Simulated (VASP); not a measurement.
A run of VASP 6.6.1 is set up as follows.

File INCAR:

```
SYSTEM = B6P7
PREC = Accurate
ENCUT = 420
EDIFF = 1E-6
ISMEAR = -1
SIGMA = 0.3447
LREAL = Auto
LASPH = .TRUE.
NELM = 120
ALGO = Normal
ISIF = 2
LWAVE = .FALSE.
LCHARG = .FALSE.
GGA = PE
ISYM = -1
NBANDS = 72
GGA_COMPAT = .FALSE.
```

KPOINTS

```
explicit points
1
Reciprocal
  0.25000000   0.25000000   0.25000000 1
```

The input POSCAR:

```
B6P7
1.0
    7.0133910000      0.4643600000      0.0424130000
    0.4643600000      7.2659330000      0.0942560000
    0.0424130000      0.0942560000      7.1824730000
P B
14 12
Direct
    0.9393831703      0.2377312644      0.2402244107
    0.9135152194      0.6363137127      0.2385340946
   -0.4408989895      0.2415273601      0.6578492458
    0.2599573162      0.1603924445      0.9531007607
    0.8599731348      0.3983710650      0.6659884550
    0.4349161178     -0.0109197591      0.5465284945
    0.0139991840      0.9489988872      0.3079274246
    1.0616626597     -0.1767406859      0.6259156939
    0.0443882912      1.0586465316      0.8333165432
    0.3926619744      0.4757476408     -0.0305126162
    0.0371364713      0.5106443258      0.4888267090
   -0.0315934798      0.6366028861      0.9148259009
    0.4292501692      0.6405000845      0.3424682887
    0.6949670724      0.0054572187      0.3919570580
    0.6110611962     -0.1761473609      0.8868671009
    0.6954543457      0.6154060408      0.3818829508
   -0.2991374182      0.6072211047      0.8095037855
   -0.4165218951      0.0426721748     -0.0839209789
    0.3892474858      0.9559184785      0.0486379544
    0.2054318970      0.7812120770      0.1466329343
   -0.0445092491      0.8804578795      0.0966766367
    0.3793173544      0.2023493286      0.4055394813
    0.4881357196      0.1245110213      0.2280762892
    0.5748346667      0.2447955784      0.0360136523
    0.3532370613      0.4174311217      0.4618408964
    0.3502875459      0.4026758067      0.6947148487
```

Potentials or basis: VASP PAW PBE potentials, release 64 (P, B).

Launch:

```bash
$ cat potpaw_PBE.64/P/POTCAR potpaw_PBE.64/B/POTCAR > POTCAR
$ mpirun -np 1 vasp_std > vasp.out
```

**Question.** Estimate the pressure.

**Answer.** 4.1 GPa.

**Question.** Estimate the largest force.

**Answer.** 6.253 eV/Å.

Stress tensor (GPa, compression positive):
```
 1.75 -0.03 -0.61
-0.03  1.75 -3.10
-0.61 -3.10  8.87
```

Caveat: the atoms stand as in a frame of molecular dynamics.
